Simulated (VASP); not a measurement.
A run of VASP 6.6.1 is set up as follows.

File INCAR:

```
PREC     = Accurate       # precision mode
ENCUT    = 500            # plane-wave cutoff, eV
EDIFF    = 1E-6           # SCF threshold, eV
ISMEAR   = 0              # smearing method
SIGMA    = 0.05           # smearing width, eV
LREAL    = False          # projectors in reciprocal space
LASPH    = True           # aspherical terms in the spheres
NELM     = 200            # most SCF steps
ALGO     = Normal         # electronic algorithm
ISIF     = 2              # what is computed and relaxed
LWAVE    = False          # write WAVECAR
LCHARG   = False          # write CHGCAR
MAGMOM   = 0 0 0 0 0 0 0 0 0 # initial moments
LORBIT   = 11             # projections on sites
LSORBIT  = True           # spin-orbit coupling
GGA_COMPAT= False        
LORBMOM  = True         
LMAXMIX  = 4              # l up to which the mixer works
GGA      = PE             # functional
IVDW     = 12             # dispersion correction
NBANDS   = 39             # bands
```

File KPOINTS:

```
Automatic mesh
0
Gamma
  12 12 4
```

POSCAR

```
MoS2
1.0
    3.1497239970      0.0000000000      0.0000000000
   -1.5748619985      2.7277409963      0.0000000000
    0.0000000000      0.0000000000      6.8137312267
Mo S
1 2
Direct
    0.0000000000      0.0000000000      0.0000000000
    0.3333333333      0.6666666667      0.2356692374
    0.3333333333      0.6666666667      0.7643307626
```

Potentials or basis: VASP PAW PBE potentials, release 64 (Mo_sv, S).

Command:

```bash
$ cat potpaw_PBE.64/Mo_sv/POTCAR potpaw_PBE.64/S/POTCAR > POTCAR
$ mpirun -np 1 vasp_ncl > vasp.out
```

(1) Estimate the pressure.

(2) Estimate the dispersion energy per atom.

Results:

(1) -3.6 GPa.

(2) -0.388 eV.

Caveat: the cell stands under tension.
